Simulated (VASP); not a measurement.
# Si16Ge (a cell with a defect) in VASP: relaxation of the atoms with PBEsol

Aim: the relaxation of the atoms of Si16Ge (a cell with a defect) with PBEsol.

Program: VASP 6.6.1. These are calculated values, not measurements. Logs are shortened: lines on timing, memory, paths and dates and some standing lists are left out, and cuts for length are marked.

## (1) The cell of the first run

The cell holds a defect, 17 atoms: a = 7.679 Å, b = 7.679 Å, c = 7.679 Å, α = 60.00°, β = 60.00°, γ = 60.00°.

## (2) Relaxation of the atoms, PBEsol

The input, INCAR:

```
ALGO = Normal ; EDIFF = 1E-6
EDIFFG = -0.03 ; ENCUT = 520
GGA = PS ; IBRION = 2
ISIF = 2 ; ISMEAR = -1
LASPH = True ; LCHARG = False
LREAL = Auto ; LWAVE = False
NELM = 100 ; NSW = 80
PREC = Accurate ; SIGMA = 0.05
```

The input, KPOINTS:

```
k-points
0
Gamma
  2 2 2
```

The input, POSCAR:

```
Si16Ge
1.0
    0.0000000000      5.4300000000      5.4300000000
    5.4300000000      0.0000000000      5.4300000000
    5.4300000000      5.4300000000      0.0000000000
Si Ge
16 1
Direct
    0.0000000000      0.0000000000      0.0000000000
    0.1250000000      0.1250000000      0.1250000000
    0.0000000000      0.0000000000      0.5000000000
    0.1250000000      0.1250000000      0.6250000000
    0.0000000000      0.5000000000      0.0000000000
    0.1250000000      0.6250000000      0.1250000000
    0.0000000000      0.5000000000      0.5000000000
    0.1250000000      0.6250000000      0.6250000000
    0.5000000000      0.0000000000      0.0000000000
    0.6250000000      0.1250000000      0.1250000000
    0.5000000000      0.0000000000      0.5000000000
    0.6250000000      0.1250000000      0.6250000000
    0.5000000000      0.5000000000      0.0000000000
    0.6250000000      0.6250000000      0.1250000000
    0.5000000000      0.5000000000      0.5000000000
    0.6250000000      0.6250000000      0.6250000000
    0.2366822700      0.2527052500      1.2551489500
```

Potentials or basis: VASP PAW PBE potentials, release 64 (Si, Ge_d).

Started as:

```console
$ cat potpaw_PBE.64/Si/POTCAR potpaw_PBE.64/Ge_d/POTCAR > POTCAR
$ mpirun -np 1 vasp_std > vasp.out
```

OUTCAR:

```text
EDIFF = 1E-6
   EDIFFG = -0.03
   ENCUT = 520
   GGA = PS
   IBRION = 2
   ISIF = 2
   ISMEAR = -1
   LASPH = True
   LREAL = Auto
   NELM = 100
   NSW = 80
   PREC = Accurate

 ion  position               nearest neighbor table
   1  0.000  0.000  0.000-   2 2.35   4 2.35   6 2.35  10 2.35
   2  0.125  0.125  0.125-  17 2.32   3 2.35   5 2.35   9 2.35   1 2.35
   3  0.000  0.000  0.500-   2 2.35   4 2.35   8 2.35  12 2.35  17 2.66
   4  0.125  0.125  0.625-  17 2.32   3 2.35   7 2.35  11 2.35   1 2.35
   5  0.000  0.500  0.000-   2 2.35   6 2.35   8 2.35  14 2.35  17 2.67
   6  0.125  0.625  0.125-  17 2.34   5 2.35   7 2.35  13 2.35   1 2.35
   7  0.000  0.500  0.500-   4 2.35   6 2.35   8 2.35  16 2.35  17 2.67
   8  0.125  0.625  0.625-   3 2.35   5 2.35   7 2.35  15 2.35
   9  0.500  0.000  0.000-   2 2.35  10 2.35  12 2.35  14 2.35  17 2.76
  10  0.625  0.125  0.125-   1 2.35   9 2.35  11 2.35  13 2.35  17 2.43
  11  0.500  0.000  0.500-   4 2.35  10 2.35  12 2.35  16 2.35  17 2.76
  12  0.625  0.125  0.625-   3 2.35   9 2.35  11 2.35  15 2.35
  13  0.500  0.500  0.000-   6 2.35  10 2.35  14 2.35  16 2.35  17 2.77
  14  0.625  0.625  0.125-   5 2.35   9 2.35  13 2.35  15 2.35
  15  0.500  0.500  0.500-   8 2.35  12 2.35  14 2.35  16 2.35
  16  0.625  0.625  0.625-   7 2.35  11 2.35  13 2.35  15 2.35
  17  0.237  0.253  0.255-   2 2.32   4 2.32   6 2.34  10 2.43   3 2.66   5 2.67   7 2.67   9 2.76
                            11 2.76  13 2.77

  LATTYP: Found a face centered cubic cell.
 ALAT       =    10.8600000000

  Lattice vectors:

 A1 = (   0.0000000000,   5.4300000000,   5.4300000000)
 A2 = (   5.4300000000,   0.0000000000,   5.4300000000)
 A3 = (   5.4300000000,   5.4300000000,   0.0000000000)

Analysis of symmetry for initial positions (statically):
=====================================================================
 Subroutine PRICEL returns:
 Original cell was already a primitive cell.

 Routine SETGRP: Setting up the symmetry group for a
 face centered cubic supercell.

 Subroutine GETGRP returns: Found  1 space group operations
 (whereof  1 operations were pure point group operations)
 out of a pool of 48 trial point group operations.

The static configuration has the point symmetry C_1 .

Analysis of symmetry for dynamics (positions and initial velocities):
=====================================================================
 Subroutine PRICEL returns:
 Original cell was already a primitive cell.

 Routine SETGRP: Setting up the symmetry group for a
 face centered cubic supercell.

 Subroutine GETGRP returns: Found  1 space group operations
 (whereof  1 operations were pure point group operations)
 out of a pool of 48 trial point group operations.

The dynamic configuration has the point symmetry C_1 .

 Subroutine INISYM returns: Found  1 space group operations
 (whereof  1 operations are pure point group operations),
 and found     1 'primitive' translations

----------------------------------------------------------------------------------------

                                     Primitive cell

  volume of cell :     320.2060

  direct lattice vectors                    reciprocal lattice vectors
     0.000000000  5.430000000  5.430000000    -0.092081031  0.092081031  0.092081031
     5.430000000  0.000000000  5.430000000     0.092081031 -0.092081031  0.092081031
     5.430000000  5.430000000  0.000000000     0.092081031  0.092081031 -0.092081031

  length of vectors
     7.679179644  7.679179644  7.679179644     0.159489025  0.159489025  0.159489025

  position of ions in fractional coordinates (direct lattice)
     0.000000000  0.000000000  0.000000000
     0.125000000  0.125000000  0.125000000
     0.000000000  0.000000000  0.500000000
     0.125000000  0.125000000  0.625000000
     0.000000000  0.500000000  0.000000000
     0.125000000  0.625000000  0.125000000
[... 9 lines left out ...]
     0.625000000  0.625000000  0.625000000
     0.236682270  0.252705250  0.255148950

  ion indices of the primitive-cell ions
   primitive index   ion index
                 1           1
                 2           2
                 3           3
                 4           4
                 5           5
                 6           6
[... 9 lines left out ...]
                16          16
                17          17

----------------------------------------------------------------------------------------

 KPOINTS: k-points

Automatic generation of k-mesh.
 Grid dimensions read from file:
 generate k-points for:    2    2    2

 Generating k-lattice:

  Cartesian coordinates                     Fractional coordinates (reciprocal lattice)
    -0.046040516  0.046040516  0.046040516     0.500000000  0.000000000  0.000000000
     0.046040516 -0.046040516  0.046040516     0.000000000  0.500000000  0.000000000
     0.046040516  0.046040516 -0.046040516     0.000000000  0.000000000  0.500000000

  Length of vectors
     0.079744512  0.079744512  0.079744512

  Shift w.r.t. Gamma in fractional coordinates (k-lattice)
     0.000000000  0.000000000  0.000000000

 Subroutine IBZKPT returns following result:
 ===========================================

 Found      8 irreducible k-points:

 Following reciprocal coordinates:
            Coordinates               Weight
  0.000000  0.000000  0.000000      1.000000
  0.500000  0.000000  0.000000      1.000000
  0.000000  0.500000  0.000000      1.000000
  0.000000  0.000000  0.500000      1.000000
  0.500000  0.500000  0.500000      1.000000
  0.500000  0.500000  0.000000      1.000000
  0.000000  0.500000  0.500000      1.000000
  0.500000  0.000000  0.500000      1.000000
   k-points           NKPTS =      8   k-points in BZ     NKDIM =      8   number of bands    NBANDS=     48
   number of dos      NEDOS =    301   number of ions     NIONS =     17
   total plane-waves  NPLWV = 216000
   dimension x,y,z NGX =    60 NGY =   60 NGZ =   60
   dimension x,y,z NGXF=   120 NGYF=  120 NGZF=  120
   ions per type =              16   1
   NGX,Y,Z   is equivalent  to a cutoff of  12.99, 12.99, 12.99 a.u.
   NGXF,Y,Z  is equivalent  to a cutoff of  25.98, 25.98, 25.98 a.u.
 SYSTEM =  unknown system
   PREC   = accura    normal or accurate (medium, high low for compatibility)
   ISTART =      0    job   : 0-new  1-cont  2-samecut
   ICHARG =      2    charge: 1-file 2-atom 10-const
   ISPIN  =      1    spin polarized calculation?
   LNONCOLLINEAR =      F non collinear calculations
   LSORBIT =      F    spin-orbit coupling
   LASPH  =      T    aspherical Exc in radial PAW
   ENCUT  =  520.0 eV  38.22 Ry    6.18 a.u.  14.28 14.28 14.28*2*pi/ulx,y,z
   NELM   =    100;   NELMIN=  2; NELMDL= -5     # of ELM steps
   EDIFF  = 0.1E-05   stopping-criterion for ELM
   LREAL  =      T    real-space projection
   EDIFFG = -.3E-01   stopping-criterion for IOM
   NSW    =     80    number of steps for IOM
   IBRION =      2    ionic relax: 0-MD 1-quasi-New 2-CG
   NFREE  =      1    steps in history (QN), initial steepest desc. (CG)
   ISIF   =      2    stress and relaxation
   ISYM   =      2    0-nonsym 1-usesym 2-fastsym
   POTIM  = 0.5000    time-step for ionic-motion
   TEBEG  =    0.0;   TEEND  =   0.0 temperature during run
   PSTRESS=    0.0 pullay stress
   NELECT =      78.0000    total number of electrons
   NUPDOWN=      -1.0000    fix difference up-down
   EMIN   =  10.00;   EMAX   =-10.00  energy-range for DOS
   EFERMI =   0.00;   METHOD = LEGACY
   ISMEAR =    -1;   SIGMA  =   0.05  broadening in eV -4-tet -1-fermi 0-gaus
   EFERMI_NEDOS =   21; number of points for ismear=-14 and -15
   IALGO  =     38    algorithm
   IMIX   =      4    mixing-type and parameters
     AMIX     =   0.40;   BMIX     =  1.00
     AMIX_MAG =   1.60;   BMIX_MAG =  1.00
  volume/ion in A,a.u.               =      18.84       127.11
  Fermi-wavevector in a.u.,A,eV,Ry     =   1.022421  1.932096 14.222785  1.045345
  Thomas-Fermi vector in A             =   2.156100
   LORBIT       =      0    0 simple, 1 ext, 2 COOP (PROOUT), +10 PAW based schemes
   GGA     = PS    functional components
   LHFCALC =     F    Hartree Fock is set to
   AEXX    =    0.0000 exact exchange contribution
   IVDW    =     0    specifies the selected vdW correction
   LEPSILON=     F    determine dielectric tensor
   LRPA    =     F    only Hartree local field effects (RPA)
 conjugate gradient relaxation of ions
 non-spin polarized calculation
  energy-cutoff  :      520.00
  volume of cell :      320.21
 maximum number of plane-waves:      8646
 NGX is ok and might be reduce to    60
   NGX = 29   NGY = 29   NGZ = 29

--------------------------------------- Ionic step        1  -------------------------------------------

 number of electron      78.0000004 magnetization

 Free energy of the ion-electron system (eV)
  ---------------------------------------------------
  ext. energy  EPLUGINS =         0.00000000
  ---------------------------------------------------
  free energy    TOTEN  =       -92.45593904 eV

  energy without entropy =      -92.42257592  energy(sigma->0) =      -92.43925748

------------------------ aborting loop because EDIFF is reached ----------------------------------------

  FORCE on cell =-STRESS in cart. coord.  units (eV):
  Direction    XX          YY          ZZ          XY          YZ          ZX
  --------------------------------------------------------------------------------------
  -------------------------------------------------------------------------------------
  Total       11.4837014     11.4835425     11.4828508      0.8967583     -0.6479144      0.6766065
  in kB       57.4596520     57.4588566     57.4553959      4.4870043     -3.2418935      3.3854567
  external PRESSURE =      57.4579681 kB  Pullay stress =       0.0000000 kB
[... 342 lines left out ...]
  energy  without entropy=      -92.7691143494  energy(sigma->0) =      -92.78607177

--------------------------------------- Ionic step        8  -------------------------------------------

 number of electron      78.0000001 magnetization

 Free energy of the ion-electron system (eV)
  ---------------------------------------------------
  ext. energy  EPLUGINS =         0.00000000
  ---------------------------------------------------
  free energy    TOTEN  =       -92.80333667 eV

  energy without entropy =      -92.76941238  energy(sigma->0) =      -92.78637453

 E-fermi :   6.7699     XC(G=0):  -9.8832

 val. band max:        6.5662902162   @ k =   0.0000   0.0000   0.0000
 cond. band min:       6.8000588943   @ k =   0.0000   0.0000   0.0000
 fundamental gap:      0.2337686781
 Fermi energy:         6.7699363352

 k-point     1 :       0.0000    0.0000    0.0000
  band No.  band energies     occupation
      1     -18.2563      2.00000
      2     -18.2558      2.00000
      3     -18.2557      2.00000
      4     -18.2419      2.00000
      5     -18.2419      2.00000
      6      -6.6111      2.00000
[... 441 lines left out ...]
  FREE ENERGIE OF THE ION-ELECTRON SYSTEM (eV)
  ---------------------------------------------------
  free  energy   TOTEN  =       -92.8033366742 eV

  energy  without entropy=      -92.7694123813  energy(sigma->0) =      -92.78637453

 reached required accuracy - stopping structural energy minimisation
```

It took 28 min on 1 thread of Oxide Virtual Turin-like, shared host; peak memory 0.52 GiB.

What came out:

* Free energy: -92.8033 eV
* Energy gained by relaxing: 20.4 meV/atom
* Ionic steps: 8
* Pressure after relaxing: 4.8 GPa
* Largest force after relaxing: 0.027 eV/Å
* Band gap on the k mesh: zero (bands 39 and 40 overlap by 0.31 eV)

Forces on the atoms (eV/Å):
```
Si  -0.005  0.005  0.005
Si   0.011 -0.005 -0.006
Si  -0.001  0.001  0.009
Si   0.005 -0.011 -0.007
Si  -0.003  0.009  0.001
Si   0.007 -0.008 -0.010
Si  -0.009  0.003  0.001
Si   0.005 -0.005 -0.005
Si   0.008 -0.010 -0.010
Si  -0.015  0.015  0.014
Si   0.010 -0.009 -0.010
Si  -0.005  0.005 -0.001
Si   0.008 -0.008 -0.009
Si  -0.005 -0.001  0.006
Si   0.002 -0.002 -0.002
Si   0.001  0.005  0.006
Ge  -0.014  0.015  0.018
```

The path:
```csv
step,energy change (eV),largest force (eV/Å),pressure (GPa)
1,0.0000,1.7348,5.75
2,-0.3364,0.2742,4.79
3,-0.3366,0.2815,4.77
4,-0.3450,0.1323,4.76
5,-0.3450,0.1496,4.76
6,-0.3469,0.0633,4.76
7,-0.3471,0.0360,4.77
8,-0.3474,0.0270,4.76
```

Final structure:
```
CELL_PARAMETERS angstrom
0.00000 5.43000 5.43000
5.43000 0.00000 5.43000
5.43000 5.43000 0.00000
ATOMIC_POSITIONS crystal
Si 0.99692 0.00063 0.00119
Si 0.12093 0.12089 0.12089
Si 0.99535 0.99541 0.50461
Si 0.12095 0.12091 0.63723
Si 0.99539 0.50451 0.99545
Si 0.12115 0.63666 0.12110
Si 0.99540 0.50451 0.50464
Si 0.12740 0.62417 0.62421
Si 0.50383 0.99572 0.99573
Si 0.63299 0.12232 0.12234
Si 0.50383 0.99572 0.50471
Si 0.62406 0.12702 0.62446
Si 0.50386 0.50461 0.99577
Si 0.62409 0.62444 0.12697
Si 0.50026 0.49994 0.49990
Si 0.62410 0.62445 0.62449
Ge 0.24620 0.25080 0.25146
```

Caveat: the k points lie up to 0.50 Å⁻¹ apart; the PAW data sets were made with another functional, which shifts forces and pressure a little.

The gap in the log of VASP goes by the Fermi energy; the results here count the filled bands.